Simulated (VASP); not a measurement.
# Si: single point with PBE+D3(BJ)

Si, a slab with vacuum:

```
Si
1.0
     3.84753    0.00000    0.00000
    -1.92376    3.33205    0.00000
     0.00000    0.00000   18.44160
Si
4
Cartesian
  0.0000 2.2214 4.9708
  1.9238 1.1107 4.5000
  0.9619 2.7767 9.2416
  -0.9619 3.8874 8.7708
```

This cell differs from its parent crystal: layers slid over each other.

```json
{
 "Program": "VASP 6.6.1",
 "Task": "single point",
 "Functional": "PBE",
 "Dispersion": "D3(BJ)",
 "Potentials or basis": "VASP PAW PBE potentials, release 64 (Si)",
 "Cutoff": "520 eV",
 "k mesh": "9 × 9 × 1",
 "Occupations": "gaussian, width 0.1 eV",
 "Spin": "no spin polarisation"
}
```

```
Largest force              : 0.176 eV/Å
Band gap on the k mesh     : 0.28 eV
Dispersion energy per atom : -0.248 eV
```

Forces in eV/Å, atoms in the order of the input:
```
Si   0.003  0.002  0.176
Si  -0.003 -0.002  0.040
Si  -0.003 -0.002 -0.040
Si   0.003  0.002 -0.176
```

Levels at points of the mesh, in eV from the valence-band top:
```tsv
k point	band 5	band 6	band 7	band 8	band 9	band 10	band 11	band 12
(0.00, 0.00, 0.00)	-1.05	-1.03	-1.01	-0.98	2.18	2.25	2.43	3.16
```

Wall time 4.3 min on 1 thread of Intel Xeon 8259CL, with other jobs on the host, peak memory 0.37 GiB.

Caveat: the cell differs from its parent crystal (layers slid over each other).
